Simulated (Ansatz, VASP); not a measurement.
## Two plane-wave programs on Al3BN2

```
Al B N
1.0
     4.49059   -0.87902   -0.13999
     0.24224    4.47159    0.33300
    -0.45434    3.08064    8.64756
Al B N
6 2 4
Direct
  0.39077 0.95388 0.79521
  0.77441 0.21140 0.20592
  0.85789 0.18187 0.54894
  0.25931 0.33122 0.03687
  0.31000 0.98480 0.45032
  0.90604 0.83605 0.96337
  0.05398 0.46824 0.69553
  0.11331 0.69854 0.30417
  0.17846 0.23132 0.84676
  0.05524 0.34937 0.34716
  0.11308 0.81759 0.65231
  0.98751 0.93571 0.15346
```

Change from the starting cell: the structure that the rattled cell fell into.

Alike in both runs: functional PBE; k mesh 4 × 4 × 2; occupations gaussian, width 0.1 eV; no spin polarisation.

Ansatz relaxed the structure, and its values are those at the end. VASP's run is a single point on that final structure, the one shown.

|  | VASP | Ansatz |
| --- | --- | --- |
| version | VASP 6.6.1 | Ansatz 0.2.0 |
| potentials or method | VASP PAW PBE potentials, release 64 (Al, B, N), cutoff 520 eV | scalar-relativistic, plane waves, PAW |
| valence electrons in the cell | 44 | 44 |

```tsv
	VASP	Ansatz	Ansatz less VASP
gap on the k mesh at the Fermi level (eV)	0.42	0.42	+0.001
least direct gap on the mesh (eV)	0.68	0.68	0.000
pressure (GPa)	-0.1	0.0	+0.09
rms of the force components (eV/Å)	0.021	0.019	-0.0018
```
